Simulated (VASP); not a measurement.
Runs of VASP 6.6.1 on RbBr. The structure is that of space group Fm-3m (No. 225), or close to it. The cells are those of the table. 

```csv
level,cell,k mesh,smearing,gap on the mesh (eV),pressure (GPa)
PBE,"a = 4.895, b = 4.895, c = 4.797 Å, angles 60.7, 60.7, 61.3°, 2 atoms",6 × 6 × 6,fermi-dirac 0.02 eV,4.25,0.6
r2SCAN,"a = 4.990, b = 4.990, c = 4.894 Å, angles 60.6, 60.6, 58.7°, 2 atoms",6 × 6 × 6,gaussian 0.01 eV,4.78,-0.4
PBE,"a = 4.990, b = 4.990, c = 4.894 Å, angles 60.6, 60.6, 58.7°, 2 atoms",4 × 4 × 4,gaussian 0.01 eV,4.18,0.1
r2SCAN,"a = 4.845, b = 4.894 Å, angles 59.7, 60.7, 59.7°, 2 atoms",6 × 6 × 6,gaussian 0.01 eV,4.93,(a)
PBE,"a = 4.990, b = 4.990, c = 4.894 Å, angles 60.6, 60.6, 58.7°, 2 atoms",6 × 6 × 6,fermi-dirac 0.02 eV,4.18,0.1
PBE,"a = 4.895, b = 4.895, c = 4.797 Å, angles 60.7, 60.7, 61.3°, 2 atoms",4 × 4 × 4,gaussian 0.01 eV,4.25,0.6
PBE,"a = 4.894 Å, angles 60.0°, 2 atoms",6 × 6 × 6,fermi-dirac 0.02 eV,(b),0.6
r2SCAN,"a = 4.895, b = 4.895, c = 4.797 Å, angles 60.7, 60.7, 61.3°, 2 atoms",6 × 6 × 6,gaussian 0.01 eV,4.86,0.0
```

Alike in all rows: task single point; potentials or basis VASP PAW PBE potentials, release 64 (Rb_sv, Br); no spin polarisation; cutoff (eV) 520.

Problem. Estimate the missing entries.

Solution. (a) 0.4; (b) 4.29.

Caveats: the PAW data sets were made with another functional, which shifts forces and pressure a little (some runs).

A k mesh can miss the band edges, and the runs leave out spin-orbit coupling on Br, Rb.
